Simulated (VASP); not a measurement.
# K2S (Fm-3m) in VASP: a series of runs

K2S is run at these levels: PBE, LDA; tasks: single point.

Program: VASP 6.6.1. These are calculated values, not measurements. Logs are shortened: lines on timing, memory, paths and dates and some standing lists are left out, and cuts for length are marked.

## 1. The cell of the first run

The structure is cubic, space group Fm-3m (No. 225). The conventional cell has a = 7.406 Å, b = 7.406 Å, c = 7.406 Å, α = 90.00°, β = 90.00°, γ = 90.00°. S (site symmetry m-3m) has 8 K at 3.21 Å within 4.2 Å. K (site symmetry -43m) has 4 S at 3.21 Å and 6 K at 3.70 Å within 4.2 Å.

## 2. Single point, PBE

INCAR reads:

```
PREC     = Accurate       # precision mode
ENCUT    = 500            # plane-wave cutoff, eV
EDIFF    = 1E-6           # SCF threshold, eV
ISMEAR   = 0              # smearing method
SIGMA    = 0.01           # smearing width, eV
LREAL    = F              # projectors in reciprocal space
LASPH    = T              # aspherical terms in the spheres
NELM     = 120            # most SCF steps
ALGO     = Normal         # electronic algorithm
ISIF     = 2              # what is computed and relaxed
LWAVE    = F              # write WAVECAR
LCHARG   = F              # write CHGCAR
GGA      = PE             # functional
NBANDS   = 19             # bands
GGA_COMPAT= F
```

KPOINTS reads:

```
Automatic mesh
0
Gamma
  2 2 2
```

POSCAR reads:

```
K2S
1.0
    0.0000000000      3.7027568507      3.7027568507
    3.7027568507      0.0000000000      3.7027568507
    3.7027568507      3.7027568507      0.0000000000
S K
1 2
Direct
    0.0000000000      0.0000000000      0.0000000000
    0.2500000000      0.2500000000      0.2500000000
    0.7500000000      0.7500000000      0.7500000000
```

Potentials or basis: VASP PAW PBE potentials, release 64 (S, K_sv).

Launch:

```
$ cat potpaw_PBE.64/S/POTCAR potpaw_PBE.64/K_sv/POTCAR > POTCAR
$ mpirun -np 1 vasp_std > vasp.out
```

OUTCAR:

```text
PREC = Accurate
   ENCUT = 500
   EDIFF = 1E-6
   ISMEAR = 0
   LREAL = F
   LASPH = T
   NELM = 120
   ISIF = 2
   GGA = PE

 ion  position               nearest neighbor table
   1  0.000  0.000  0.000-   3 3.21   3 3.21   3 3.21   2 3.21   3 3.21   2 3.21   2 3.21   2 3.21

   2  0.250  0.250  0.250-   1 3.21   1 3.21   1 3.21   1 3.21   3 3.70   3 3.70   3 3.70   3 3.70
                             3 3.70   3 3.70
   3  0.750  0.750  0.750-   1 3.21   1 3.21   1 3.21   1 3.21   2 3.70   2 3.70   2 3.70   2 3.70
                             2 3.70   2 3.70

  LATTYP: Found a face centered cubic cell.
 ALAT       =     7.4055137014

  Lattice vectors:

 A1 = (   0.0000000000,   3.7027568507,   3.7027568507)
 A2 = (   3.7027568507,   0.0000000000,   3.7027568507)
 A3 = (   3.7027568507,   3.7027568507,   0.0000000000)

Analysis of symmetry for initial positions (statically):
=====================================================================
 Subroutine PRICEL returns:
 Original cell was already a primitive cell.

 Routine SETGRP: Setting up the symmetry group for a
 face centered cubic supercell.

 Subroutine GETGRP returns: Found 48 space group operations
 (whereof 48 operations were pure point group operations)
 out of a pool of 48 trial point group operations.

The static configuration has the point symmetry O_h .

Analysis of symmetry for dynamics (positions and initial velocities):
=====================================================================
 Subroutine PRICEL returns:
 Original cell was already a primitive cell.

 Routine SETGRP: Setting up the symmetry group for a
 face centered cubic supercell.

 Subroutine GETGRP returns: Found 48 space group operations
 (whereof 48 operations were pure point group operations)
 out of a pool of 48 trial point group operations.

The dynamic configuration has the point symmetry O_h .

 Subroutine INISYM returns: Found 48 space group operations
 (whereof 48 operations are pure point group operations),
 and found     1 'primitive' translations

----------------------------------------------------------------------------------------

                                     Primitive cell

  volume of cell :     101.5326

  direct lattice vectors                    reciprocal lattice vectors
     0.000000000  3.702756851  3.702756851    -0.135034522  0.135034522  0.135034522
     3.702756851  0.000000000  3.702756851     0.135034522 -0.135034522  0.135034522
     3.702756851  3.702756851  0.000000000     0.135034522  0.135034522 -0.135034522

  length of vectors
     5.236488956  5.236488956  5.236488956     0.233886652  0.233886652  0.233886652

  position of ions in fractional coordinates (direct lattice)
     0.000000000  0.000000000  0.000000000
     0.250000000  0.250000000  0.250000000
     0.750000000  0.750000000  0.750000000

  ion indices of the primitive-cell ions
   primitive index   ion index
                 1           1
                 2           2
                 3           3

----------------------------------------------------------------------------------------

 KPOINTS: Automatic mesh

Automatic generation of k-mesh.
 Grid dimensions read from file:
 generate k-points for:    2    2    2

 Generating k-lattice:

  Cartesian coordinates                     Fractional coordinates (reciprocal lattice)
    -0.067517261  0.067517261  0.067517261     0.500000000  0.000000000  0.000000000
     0.067517261 -0.067517261  0.067517261     0.000000000  0.500000000  0.000000000
     0.067517261  0.067517261 -0.067517261     0.000000000  0.000000000  0.500000000

  Length of vectors
     0.116943326  0.116943326  0.116943326

  Shift w.r.t. Gamma in fractional coordinates (k-lattice)
     0.000000000  0.000000000  0.000000000

 Subroutine IBZKPT returns following result:
 ===========================================

 Found      3 irreducible k-points:

 Following reciprocal coordinates:
            Coordinates               Weight
  0.000000  0.000000  0.000000      1.000000
  0.500000  0.000000  0.000000      4.000000
  0.500000  0.500000  0.000000      3.000000
   k-points           NKPTS =      3   k-points in BZ     NKDIM =      3   number of bands    NBANDS=     19
   number of dos      NEDOS =    301   number of ions     NIONS =      3
   total plane-waves  NPLWV =  64000
   dimension x,y,z NGX =    40 NGY =   40 NGZ =   40
   dimension x,y,z NGXF=    80 NGYF=   80 NGZF=   80
   ions per type =               1   2
   NGX,Y,Z   is equivalent  to a cutoff of  12.70, 12.70, 12.70 a.u.
   NGXF,Y,Z  is equivalent  to a cutoff of  25.40, 25.40, 25.40 a.u.
 SYSTEM =  unknown system
   PREC   = accura    normal or accurate (medium, high low for compatibility)
   ISTART =      0    job   : 0-new  1-cont  2-samecut
   ICHARG =      2    charge: 1-file 2-atom 10-const
   ISPIN  =      1    spin polarized calculation?
   LNONCOLLINEAR =      F non collinear calculations
   LSORBIT =      F    spin-orbit coupling
   LASPH  =      T    aspherical Exc in radial PAW
   ENCUT  =  500.0 eV  36.75 Ry    6.06 a.u.   9.55  9.55  9.55*2*pi/ulx,y,z
   NELM   =    120;   NELMIN=  2; NELMDL= -5     # of ELM steps
   EDIFF  = 0.1E-05   stopping-criterion for ELM
   LREAL  =      F    real-space projection
   EDIFFG = 0.1E-04   stopping-criterion for IOM
   NSW    =      0    number of steps for IOM
   IBRION =     -1    ionic relax: 0-MD 1-quasi-New 2-CG
   NFREE  =      0    steps in history (QN), initial steepest desc. (CG)
   ISIF   =      2    stress and relaxation
   ISYM   =      2    0-nonsym 1-usesym 2-fastsym
   POTIM  = 0.5000    time-step for ionic-motion
   TEBEG  =    0.0;   TEEND  =   0.0 temperature during run
   PSTRESS=    0.0 pullay stress
   NELECT =      24.0000    total number of electrons
   NUPDOWN=      -1.0000    fix difference up-down
   EMIN   =  10.00;   EMAX   =-10.00  energy-range for DOS
   EFERMI =   0.00;   METHOD = LEGACY
   ISMEAR =     0;   SIGMA  =   0.01  broadening in eV -4-tet -1-fermi 0-gaus
   EFERMI_NEDOS =   21; number of points for ismear=-14 and -15
   IALGO  =     38    algorithm
   IMIX   =      4    mixing-type and parameters
     AMIX     =   0.40;   BMIX     =  1.00
     AMIX_MAG =   1.60;   BMIX_MAG =  1.00
  volume/ion in A,a.u.               =      33.84       228.39
  Fermi-wavevector in a.u.,A,eV,Ry     =   1.012224  1.912826 13.940500  1.024598
  Thomas-Fermi vector in A             =   2.145321
   LORBIT       =      0    0 simple, 1 ext, 2 COOP (PROOUT), +10 PAW based schemes
   GGA     = PE    functional components
   LHFCALC =     F    Hartree Fock is set to
   AEXX    =    0.0000 exact exchange contribution
   IVDW    =     0    specifies the selected vdW correction
   LEPSILON=     F    determine dielectric tensor
   LRPA    =     F    only Hartree local field effects (RPA)
 non-spin polarized calculation
 Gauss-broadening in eV      SIGMA  =   0.01
  energy-cutoff  :      500.00
  volume of cell :      101.53
 maximum number of plane-waves:      2637
 NGX is ok and might be reduce to    40
   NGX = 19   NGY = 19   NGZ = 19

 number of electron      23.9999996 magnetization

 Free energy of the ion-electron system (eV)
  ---------------------------------------------------
  ext. energy  EPLUGINS =         0.00000000
  ---------------------------------------------------
  free energy    TOTEN  =        -9.33352257 eV

  energy without entropy =       -9.33352257  energy(sigma->0) =       -9.33352257

 E-fermi :  -0.2171     XC(G=0):  -7.3085

 val. band max:       -0.2784426349   @ k =   0.5000   0.5000   0.0000
 cond. band min:       2.0715575755   @ k =   0.0000   0.0000   0.0000
 fundamental gap:      2.3500002104
 Fermi energy:        -0.2170550850

 k-point     1 :       0.0000    0.0000    0.0000
  band No.  band energies     occupation
      1     -29.5734      2.00000
      2     -29.4914      2.00000
      3     -13.1667      2.00000
      4     -13.1667      2.00000
      5     -13.1667      2.00000
      6     -12.9300      2.00000
[... 11 lines left out ...]
     18       7.1497      0.00000
     19       8.0830      0.00000

 k-point     2 :       0.5000    0.0000    0.0000
  band No.  band energies     occupation
      1     -29.5314      2.00000
      2     -29.5313      2.00000
      3     -13.1538      2.00000
      4     -13.0756      2.00000
      5     -13.0611      2.00000
      6     -13.0611      2.00000
[... 11 lines left out ...]
     18       7.2698      0.00000
     19       7.4086      0.00000

 k-point     3 :       0.5000    0.5000    0.0000
  band No.  band energies     occupation
      1     -29.5445      2.00000
      2     -29.5174      2.00000
      3     -13.3654      2.00000
      4     -13.2276      2.00000
      5     -13.2276      2.00000
      6     -12.8933      2.00000
[... 11 lines left out ...]
     18       7.2657      0.00000
     19       7.4342      0.00000

------------------------ aborting loop because EDIFF is reached ----------------------------------------

  FORCE on cell =-STRESS in cart. coord.  units (eV):
  Direction    XX          YY          ZZ          XY          YZ          ZX
  --------------------------------------------------------------------------------------
  -------------------------------------------------------------------------------------
  Total        0.3465036      0.3465036      0.3465036      0.0000000      0.0000000      0.0000000
  in kB        5.4678010      5.4678010      5.4678010      0.0000000      0.0000000      0.0000000
  external PRESSURE =       5.4678010 kB  Pullay stress =       0.0000000 kB

 VOLUME and BASIS-vectors are now :
 -----------------------------------------------------------------------------
  energy-cutoff  :      500.00
  volume of cell :      101.53
      direct lattice vectors                 reciprocal lattice vectors
     0.000000000  3.702756851  3.702756851    -0.135034522  0.135034522  0.135034522
     3.702756851  0.000000000  3.702756851     0.135034522 -0.135034522  0.135034522
     3.702756851  3.702756851  0.000000000     0.135034522  0.135034522 -0.135034522

 POSITION                                       TOTAL-FORCE (eV/Angst)
 -----------------------------------------------------------------------------------
      0.00000      0.00000      0.00000        -0.000000     -0.000000     -0.000000
      1.85138      1.85138      1.85138        -0.000000     -0.000000     -0.000000
      5.55414      5.55414      5.55414         0.000000      0.000000      0.000000
 -----------------------------------------------------------------------------------
    total drift:                               -0.000000     -0.000000      0.000000

  FREE ENERGIE OF THE ION-ELECTRON SYSTEM (eV)
  ---------------------------------------------------
  free  energy   TOTEN  =        -9.3335225750 eV

  energy  without entropy=       -9.3335225750  energy(sigma->0) =       -9.33352257
```

It took 26 s on 1 thread of Intel Xeon 8259CL, shared host; peak memory 0.23 GiB.

Results:

```yaml
Free_energy: -9.3335 eV
Pressure: 0.5 GPa
Band_gap_on_the_k_mesh: 2.35 eV, indirect (least direct gap 2.55 eV)
```

Caveat: the k points lie up to 0.73 Å⁻¹ apart.

## 3. Single point, LDA

INCAR reads:

```
SYSTEM = K2S
ALGO = Normal ; EDIFF = 1E-6
ENCUT = 500 ; GGA = CA
GGA_COMPAT = .FALSE. ; ISIF = 2
ISMEAR = 0 ; LASPH = .TRUE.
LCHARG = .FALSE. ; LREAL = .FALSE.
LWAVE = .FALSE. ; NBANDS = 19
NELM = 120 ; PREC = Accurate
SIGMA = 0.01
```

KPOINTS reads:

```
k-points
0
G
  2 2 2
  0 0 0
```

POSCAR is that of step 2.

Potentials or basis: VASP PAW LDA potentials, release 64 (S, K_sv).

Launch:

```
$ cat potpaw_LDA.64/S/POTCAR potpaw_LDA.64/K_sv/POTCAR > POTCAR
$ mpirun -np 1 vasp_std > vasp.out
```

Run time: 18 s. Hardware: 1 thread of Intel Xeon 8259CL, shared host; peak memory 0.18 GiB.

Results (log left out):

| Property | Result |
| --- | --- |
| Free energy | -10.2632 eV |
| Pressure | -1.6 GPa |
| Band gap on the k mesh | 2.05 eV, indirect (least direct gap 2.26 eV) |

Levels at points of the mesh, in eV from the valence-band top:
```csv
k point,band 10,band 11,band 12,band 13,band 14,band 15
"(0.00, 0.00, 0.00)",-0.21,-0.21,-0.21,2.05,5.20,5.20
"(0.50, 0.00, 0.00)",-0.68,-0.07,-0.07,4.46,4.69,5.55
"(0.50, 0.50, 0.00)",-0.81,0.00,0.00,3.23,4.98,6.32
```

Caveat: the k points lie up to 0.73 Å⁻¹ apart. A k mesh can miss the band edges.

## 4. Single point, PBE

INCAR reads:

```
SYSTEM = K2S
ALGO = Normal
EDIFF = 1E-6
ENCUT = 500
GGA = PE
GGA_COMPAT = .FALSE.
ISIF = 2
ISMEAR = 0
LASPH = .TRUE.
LCHARG = .FALSE.
LREAL = .FALSE.
LWAVE = .FALSE.
NBANDS = 19
NELM = 120
PREC = Accurate
SIGMA = 0.01
```

KPOINTS reads:

```
k-points
0
G
  4 4 4
  0 0 0
```

POSCAR is that of step 3.

Potentials or basis: VASP PAW PBE potentials, release 64 (S, K_sv).

Launch:

```
$ cat potpaw_PBE.64/S/POTCAR potpaw_PBE.64/K_sv/POTCAR > POTCAR
$ mpirun -np 1 vasp_std > vasp.out
```

OUTCAR:

```text
SYSTEM = K2S
   EDIFF = 1E-6
   ENCUT = 500
   GGA = PE
   ISIF = 2
   ISMEAR = 0
   LASPH = .TRUE.
   LREAL = .FALSE.
   NELM = 120
   PREC = Accurate

 ion  position               nearest neighbor table
   1  0.000  0.000  0.000-   3 3.21   3 3.21   3 3.21   2 3.21   3 3.21   2 3.21   2 3.21   2 3.21

   2  0.250  0.250  0.250-   1 3.21   1 3.21   1 3.21   1 3.21   3 3.70   3 3.70   3 3.70   3 3.70
                             3 3.70   3 3.70
   3  0.750  0.750  0.750-   1 3.21   1 3.21   1 3.21   1 3.21   2 3.70   2 3.70   2 3.70   2 3.70
                             2 3.70   2 3.70
[... 356 lines left out ...]
  Direction    XX          YY          ZZ          XY          YZ          ZX
  --------------------------------------------------------------------------------------
  -------------------------------------------------------------------------------------
  Total        0.3028183      0.3028183      0.3028183     -0.0000000      0.0000000     -0.0000000
  in kB        4.7784504      4.7784504      4.7784504     -0.0000000      0.0000000     -0.0000000
  external PRESSURE =       4.7784504 kB  Pullay stress =       0.0000000 kB

 VOLUME and BASIS-vectors are now :
 -----------------------------------------------------------------------------
  energy-cutoff  :      500.00
  volume of cell :      101.53
      direct lattice vectors                 reciprocal lattice vectors
     0.000000000  3.702756851  3.702756851    -0.135034522  0.135034522  0.135034522
     3.702756851  0.000000000  3.702756851     0.135034522 -0.135034522  0.135034522
     3.702756851  3.702756851  0.000000000     0.135034522  0.135034522 -0.135034522

 POSITION                                       TOTAL-FORCE (eV/Angst)
 -----------------------------------------------------------------------------------
      0.00000      0.00000      0.00000         0.000000      0.000000     -0.000000
      1.85138      1.85138      1.85138        -0.000000     -0.000000     -0.000000
      5.55414      5.55414      5.55414         0.000000      0.000000      0.000000
 -----------------------------------------------------------------------------------
    total drift:                               -0.000000     -0.000000      0.000000

  FREE ENERGIE OF THE ION-ELECTRON SYSTEM (eV)
  ---------------------------------------------------
  free  energy   TOTEN  =        -9.4163613598 eV

  energy  without entropy=       -9.4163613598  energy(sigma->0) =       -9.41636136
```

Wall time 40 s (1 thread of Intel Xeon 8259CL, shared host); peak memory 0.24 GiB.

Results:

```yaml
Free_energy: -9.4164 eV
Pressure: 0.5 GPa
Band_gap_on_the_k_mesh: 2.38 eV, indirect (least direct gap 2.57 eV)
```

Levels at points of the mesh, in eV from the valence-band top:
| k point | band 8 | band 9 | band 10 | band 11 | band 12 | band 13 | band 14 | band 15 | band 16 | band 17 |
| --- | --- | --- | --- | --- | --- | --- | --- | --- | --- | --- |
| (0.00, 0.00, 0.00) | -12.58 | -9.61 | -0.19 | -0.19 | -0.19 | 2.38 | 5.46 | 5.46 | 7.47 | 7.47 |
| (0.50, 0.00, 0.00) | -12.70 | -9.42 | -0.62 | -0.07 | -0.07 | 4.72 | 5.02 | 5.82 | 5.82 | 7.60 |
| (0.50, 0.50, 0.00) | -12.51 | -9.37 | -0.74 | 0.00 | 0.00 | 3.51 | 5.29 | 6.59 | 6.62 | 7.60 |

[end of part 1 of 2]
